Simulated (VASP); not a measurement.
# Sr2C (Fm-3m) in VASP: a series of runs, part 2 of 2

VASP 6.6.1.

## (4) Single point, r2SCAN (volume changed by -3%)

Input file POSCAR:

```
Sr2C
1.0
    0.0000000000      3.3261992898      3.3261992898
    3.3261992898      0.0000000000      3.3261992898
    3.3261992898      3.3261992898      0.0000000000
C Sr
1 2
Direct
    0.0000000000      0.0000000000      0.0000000000
    0.2500000000      0.2500000000      0.2500000000
    0.7500000000      0.7500000000      0.7500000000
```

Input file INCAR.step1:

```
SYSTEM = Sr2C
ALGO = Normal
EDIFF = 1E-4
ENCUT = 520
GGA = PE
ISMEAR = -1
LASPH = .True.
LCHARG = .False.
LREAL = .False.
LWAVE = .True.
NBANDS = 19
NELM = 60
PREC = Accurate
SIGMA = 0.02
```

Input file INCAR.step2:

```
SYSTEM = Sr2C
ALGO = Normal
EDIFF = 1E-7
ENCUT = 520
ISIF = 2
ISMEAR = -1
ISTART = 1
LASPH = .True.
LCHARG = .False.
LMIXTAU = .True.
LREAL = .False.
LWAVE = .False.
METAGGA = R2SCAN
NBANDS = 19
NELM = 60
PREC = Accurate
SIGMA = 0.02
```

Input file KPOINTS:

```
k-points
0
Gamma
  6 6 6
  0 0 0
```

Potentials or basis: VASP PAW PBE potentials, release 64 (C, Sr_sv).

Run with:

```bash
$ cat potpaw_PBE.64/C/POTCAR potpaw_PBE.64/Sr_sv/POTCAR > POTCAR
$ cp INCAR.step1 INCAR
$ mpirun -np 1 vasp_std > vasp.out
$ cp INCAR.step2 INCAR
$ mpirun -np 1 vasp_std > vasp.out
```

OUTCAR:

```text
SYSTEM = Sr2C
   EDIFF = 1E-7
   ENCUT = 520
   ISIF = 2
   ISMEAR = -1
   ISTART = 1
   LASPH = .True.
   LREAL = .False.
   METAGGA = R2SCAN
   NELM = 60
   PREC = Accurate

 ion  position               nearest neighbor table
   1  0.000  0.000  0.000-   3 2.88   3 2.88   3 2.88   2 2.88   3 2.88   2 2.88   2 2.88   2 2.88

   2  0.250  0.250  0.250-   1 2.88   1 2.88   1 2.88   1 2.88   3 3.33   3 3.33   3 3.33   3 3.33
                             3 3.33   3 3.33
   3  0.750  0.750  0.750-   1 2.88   1 2.88   1 2.88   1 2.88   2 3.33   2 3.33   2 3.33   2 3.33
                             2 3.33   2 3.33

  LATTYP: Found a face centered cubic cell.
 ALAT       =     6.6523985796

  Lattice vectors:

 A1 = (   0.0000000000,   3.3261992898,   3.3261992898)
 A2 = (   3.3261992898,   0.0000000000,   3.3261992898)
 A3 = (   3.3261992898,   3.3261992898,   0.0000000000)

Analysis of symmetry for initial positions (statically):
=====================================================================
 Subroutine PRICEL returns:
 Original cell was already a primitive cell.

 Routine SETGRP: Setting up the symmetry group for a
 face centered cubic supercell.

 Subroutine GETGRP returns: Found 48 space group operations
 (whereof 48 operations were pure point group operations)
 out of a pool of 48 trial point group operations.

The static configuration has the point symmetry O_h .

Analysis of symmetry for dynamics (positions and initial velocities):
=====================================================================
 Subroutine PRICEL returns:
 Original cell was already a primitive cell.

 Routine SETGRP: Setting up the symmetry group for a
 face centered cubic supercell.

 Subroutine GETGRP returns: Found 48 space group operations
 (whereof 48 operations were pure point group operations)
 out of a pool of 48 trial point group operations.

The dynamic configuration has the point symmetry O_h .

 Subroutine INISYM returns: Found 48 space group operations
[... 107 lines left out ...]
   IALGO  =     38    algorithm
   IMIX   =      4    mixing-type and parameters
     AMIX     =   0.40;   BMIX     =  1.00
     AMIX_MAG =   1.60;   BMIX_MAG =  1.00
  volume/ion in A,a.u.               =      24.53       165.56
  Fermi-wavevector in a.u.,A,eV,Ry     =   1.126818  2.129377 17.275563  1.269718
  Thomas-Fermi vector in A             =   2.263501
   LORBIT       =      0    0 simple, 1 ext, 2 COOP (PROOUT), +10 PAW based schemes
   METAGGA = R2SCAN    functional components
   LHFCALC =     F    Hartree Fock is set to
   AEXX    =    0.0000 exact exchange contribution
   IVDW    =     0    specifies the selected vdW correction
   LEPSILON=     F    determine dielectric tensor
   LRPA    =     F    only Hartree local field effects (RPA)
 non-spin polarized calculation
  energy-cutoff  :      520.00
  volume of cell :       73.60
 maximum number of plane-waves:      2006
   NGX = 17   NGY = 17   NGZ = 17

 number of electron      24.0000001 magnetization

 Free energy of the ion-electron system (eV)
  ---------------------------------------------------
  ext. energy  EPLUGINS =         0.00000000
  ---------------------------------------------------
  free energy    TOTEN  =       -38.59325692 eV

  energy without entropy =      -38.59224062  energy(sigma->0) =      -38.59274877

 E-fermi :   3.2047     XC(G=0):  -9.7235

 val. band max:        3.1748725572   @ k =   0.5000   0.5000   0.0000
 cond. band min:       3.2135038283   @ k =   0.5000   0.5000   0.0000
 fundamental gap:      0.0386312711
 Fermi energy:         3.2047223718

 k-point     1 :       0.0000    0.0000    0.0000
  band No.  band energies     occupation
      1     -33.5604      2.00000
      2     -33.2566      2.00000
      3     -15.2061      2.00000
      4     -15.2061      2.00000
      5     -15.2061      2.00000
      6     -14.5174      2.00000
[... 329 lines left out ...]
      6     -14.6692      2.00000
[... 11 lines left out ...]
     18       8.1488      0.00000
     19       9.3900      0.00000

------------------------ aborting loop because EDIFF is reached ----------------------------------------

  FORCE on cell =-STRESS in cart. coord.  units (eV):
  Direction    XX          YY          ZZ          XY          YZ          ZX
  --------------------------------------------------------------------------------------
  -------------------------------------------------------------------------------------
  Total        0.6561141      0.6561141      0.6561141     -0.0000000      0.0000000     -0.0000000
  in kB       14.2828584     14.2828584     14.2828584     -0.0000000      0.0000000     -0.0000000
  external PRESSURE =      14.2828584 kB  Pullay stress =       0.0000000 kB

 VOLUME and BASIS-vectors are now :
 -----------------------------------------------------------------------------
  energy-cutoff  :      520.00
  volume of cell :       73.60
      direct lattice vectors                 reciprocal lattice vectors
     0.000000000  3.326199290  3.326199290    -0.150321721  0.150321721  0.150321721
     3.326199290  0.000000000  3.326199290     0.150321721 -0.150321721  0.150321721
     3.326199290  3.326199290  0.000000000     0.150321721  0.150321721 -0.150321721

 POSITION                                       TOTAL-FORCE (eV/Angst)
 -----------------------------------------------------------------------------------
      0.00000      0.00000      0.00000         0.000000      0.000000      0.000000
      1.66310      1.66310      1.66310        -0.000000     -0.000000     -0.000000
      4.98930      4.98930      4.98930         0.000000      0.000000      0.000000
 -----------------------------------------------------------------------------------
    total drift:                                0.000000      0.000000      0.000000

  FREE ENERGIE OF THE ION-ELECTRON SYSTEM (eV)
  ---------------------------------------------------
  free  energy   TOTEN  =       -38.5932569228 eV

  energy  without entropy=      -38.5922406231  energy(sigma->0) =      -38.59274877
```

OUTCAR.step1:

```text
SYSTEM = Sr2C
   EDIFF = 1E-4
   ENCUT = 520
   GGA = PE
   ISMEAR = -1
   LASPH = .True.
   LREAL = .False.
   NELM = 60
[... 565 lines left out ...]
      0.00000      0.00000      0.00000         0.000000      0.000000     -0.000000
      1.66310      1.66310      1.66310         0.000000      0.000000     -0.000000
      4.98930      4.98930      4.98930        -0.000000     -0.000000      0.000000
 -----------------------------------------------------------------------------------
    total drift:                                0.000000      0.000000      0.000000

  FREE ENERGIE OF THE ION-ELECTRON SYSTEM (eV)
  ---------------------------------------------------
  free  energy   TOTEN  =       -10.6070469927 eV

  energy  without entropy=      -10.6059475402  energy(sigma->0) =      -10.60649727
```

It took 3.4 min on 1 thread of AMD EPYC 7R13, shared host; peak memory 0.19 GiB.

What came out:

```yaml
Free_energy: -38.5933 eV
Pressure: 1.4 GPa
Band_gap_on_the_k_mesh: 0.04 eV, direct
```

Caveat: the cell differs from its parent crystal (volume changed by -3%); the PAW data sets were made with another functional, which shifts forces and pressure a little. A k mesh can miss the band edges.

## (5) Single point, r2SCAN

This run uses another cell than the first one, of 25.29 Å³/atom, 0.935 times its volume.

Input file POSCAR:

```
Sr2C
1.0
    0.0000000000      3.3601424432      3.3601424432
    3.3601424432      0.0000000000      3.3601424432
    3.3601424432      3.3601424432      0.0000000000
C Sr
1 2
Direct
    0.0000000000      0.0000000000      0.0000000000
    0.2500000000      0.2500000000      0.2500000000
    0.7500000000      0.7500000000      0.7500000000
```

Input file INCAR.step1:

```
SYSTEM = Sr2C
  PREC = Accurate
  ENCUT = 520
  ISMEAR = -1
  SIGMA = 0.02
  LREAL = .False.
  LASPH = .True.
  NELM = 80
  NBANDS = 19
  GGA = PE
  ALGO = Normal
  EDIFF = 1E-4
  LWAVE = .True.
  LCHARG = .False.
```

Input file INCAR.step2:

```
SYSTEM = Sr2C
  PREC = Accurate
  ENCUT = 520
  EDIFF = 1E-6
  ISMEAR = -1
  SIGMA = 0.02
  LREAL = .False.
  LASPH = .True.
  NELM = 80
  ALGO = Normal
  ISIF = 2
  LWAVE = .False.
  LCHARG = .False.
  METAGGA = R2SCAN
  LMIXTAU = .True.
  NBANDS = 19
  ISTART = 1
```

Input file KPOINTS:

```
regular mesh
0
Gamma
  6 6 6
  0 0 0
```

Run with:

```bash
$ cat potpaw_PBE.64/C/POTCAR potpaw_PBE.64/Sr_sv/POTCAR > POTCAR
$ cp INCAR.step1 INCAR
$ mpirun -np 1 vasp_std > vasp.out
$ cp INCAR.step2 INCAR
$ mpirun -np 1 vasp_std > vasp.out
```

It took 2.4 min on 1 thread of AMD EPYC 7R13, shared host; peak memory 0.19 GiB.

The run converged. Its results:

```yaml
Free_energy: -38.6049 eV
Pressure: 0.2 GPa
Band_gap_on_the_k_mesh: 0.06 eV, direct
```

Levels at points of the mesh, in eV from the valence-band top:
```
           k point  band 10  band 11  band 12  band 13  band 14  band 15
(0.00, 0.00, 0.00)    -1.45    -1.45    -1.45     0.18     1.54     1.54
(0.50, 0.00, 0.00)    -1.62    -0.61    -0.61     2.23     2.96     2.96
(0.50, 0.50, 0.00)    -1.98     0.00     0.00     0.06     2.47     2.58
```

Caveat: the PAW data sets were made with another functional, which shifts forces and pressure a little. A k mesh can miss the band edges.

## (6) Overview

| level | cell | gap on the mesh (eV) | pressure (GPa) |
| --- | --- | --- | --- |
| PBE | a = 4.859 Å, angles 60.0°, 3 atoms | none | -1.5 |
| r2SCAN | a = 4.655 Å, angles 60.0°, 3 atoms | - | 2.9 |
| r2SCAN | a = 4.704 Å, angles 60.0°, 3 atoms | 0.04 | 1.4 |
| r2SCAN | a = 4.752 Å, angles 60.0°, 3 atoms | 0.06 | 0.2 |

Alike in all rows: task single point; potentials or basis VASP PAW PBE potentials, release 64 (C, Sr_sv); no spin polarisation; k mesh 6 × 6 × 6; cutoff (eV) 520; smearing fermi-dirac 0.02 eV.

Caveats: the PAW data sets were made with another functional, which shifts forces and pressure a little (some runs).

Total energies depend on the potentials used, so only differences within one code and one set of settings carry meaning.
